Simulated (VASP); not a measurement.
Wanted: the native input for a VASP 6.6.1 run.

```yaml
Task: single point
Functional: r2SCAN
Potentials_or_basis: VASP PAW PBE potentials, release 64 (N, Ga_d, As_d)
Cutoff: 660 eV
k_mesh: 4 × 4 × 4
Occupations: fermi-dirac, width 0.02 eV
Spin: no spin polarisation
Dipole_correction: no
Second_run: valence_matched
Further_INCAR_settings: ALGO = Normal; EDIFF = 1e-06; NBANDS = 51
```

Ga4AsN3:

```
CELL_PARAMETERS angstrom
4.80029 0.00000 0.00000
0.00000 4.80029 0.00000
0.00000 0.00000 4.80029
ATOMIC_POSITIONS crystal
N 0.50000 0.00000 0.00000
N 0.00000 0.50000 0.00000
N 0.00000 0.00000 0.50000
Ga 0.22699 0.77301 0.77301
Ga 0.77301 0.22699 0.77301
Ga 0.77301 0.77301 0.22699
Ga 0.22699 0.22699 0.22699
As 0.50000 0.50000 0.50000
```

One way to write it, as run:

POSCAR

```
Ga4AsN3
1.0
    4.8002853631      0.0000000000      0.0000000000
    0.0000000000      4.8002853631      0.0000000000
    0.0000000000      0.0000000000      4.8002853631
N Ga As
3 4 1
Direct
    0.5000000000      0.0000000000      0.0000000000
    0.0000000000      0.5000000000      0.0000000000
    0.0000000000      0.0000000000      0.5000000000
    0.2269913527      0.7730086473      0.7730086473
    0.7730086473      0.2269913527      0.7730086473
    0.7730086473      0.7730086473      0.2269913527
    0.2269913527      0.2269913527      0.2269913527
    0.5000000000      0.5000000000      0.5000000000
```

INCAR.step1

```
PREC = Accurate ; ENCUT = 660
ISMEAR = -1 ; SIGMA = 0.02
LREAL = False ; LASPH = True
NELM = 120 ; NBANDS = 51
GGA = PE ; ALGO = Normal
EDIFF = 1E-5 ; LWAVE = True
LCHARG = False ; GGA_COMPAT = False
```

INCAR.step2

```
PREC = Accurate ; ENCUT = 660
EDIFF = 1E-6 ; ISMEAR = -1
SIGMA = 0.02 ; LREAL = False
LASPH = True ; NELM = 120
ALGO = Normal ; ISIF = 2
LWAVE = False ; LCHARG = False
METAGGA = R2SCAN ; LMIXTAU = True
NBANDS = 51 ; ISTART = 1
GGA_COMPAT = False
```

KPOINTS

```
Automatic mesh
0
Gamma
  4 4 4
```

Potentials or basis: VASP PAW PBE potentials, release 64 (N, Ga_d, As_d).

Launch:

```sh
$ cat potpaw_PBE.64/N/POTCAR potpaw_PBE.64/Ga_d/POTCAR potpaw_PBE.64/As_d/POTCAR > POTCAR
$ cp INCAR.step1 INCAR
$ mpirun -np 1 vasp_std > vasp.out
$ cp INCAR.step2 INCAR
$ mpirun -np 1 vasp_std > vasp.out
```

It gave:

```yaml
Pressure: 0.6 GPa
Largest_force: 0.013 eV/Å
Band_gap_on_the_k_mesh: zero (filled and empty bands touch)
```

Caveat: the PAW data sets were made with another functional, which shifts forces and pressure a little.

Wall time 4.2 min on 1 thread of Intel(R) Xeon(R) Platinum 8488C (Sapphire Rapids), with other jobs on the host, peak memory 0.29 GiB.
